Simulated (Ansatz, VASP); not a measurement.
**SnO2: VASP beside Ansatz**

```xyz
6
Lattice="-1.9995 1.9995 5.1021 1.9995 -1.9995 5.1021 1.9995 1.9995 -5.1021" Properties=species:S:1:pos:R:3 pbc="T T T"
Sn    0.0000    1.9995    2.5510
Sn    0.0000    0.0000    0.0000
O     0.0000    0.0000    8.1263
O     0.0000    1.9995    4.6290
O     0.0000    0.0000    2.0779
O     0.0000    1.9995    0.4731
```

Alike in both runs: task single point; functional r2SCAN; k mesh 10 × 10 × 10; occupations gaussian, width 0.05 eV; no spin polarisation.

|  | VASP | Ansatz |
| --- | --- | --- |
| version | VASP 6.6.1 | Ansatz 0.2.0 |
| potentials or method | VASP PAW PBE potentials, release 64 (Sn_d, O), cutoff 520 eV | scalar-relativistic, plane waves, PAW |
| valence electrons in the cell | 52 | 52 |

```tsv
	VASP	Ansatz	Ansatz less VASP
gap on the k mesh at the Fermi level (eV)	2.36	2.33	-0.025
least direct gap on the mesh (eV)	2.77	2.74	-0.026
pressure (GPa)	1.0	0.0	-1.01
traceless stress, the component that is largest in VASP (GPa)	0.29	0.00	-0.285
rms of the force components (eV/Å)	0.021	0.000	-0.0205
```

VASP's potentials were made for PBE, not for r2SCAN. Atom by atom the forces differ by 0.020 eV/Å (rms over components).
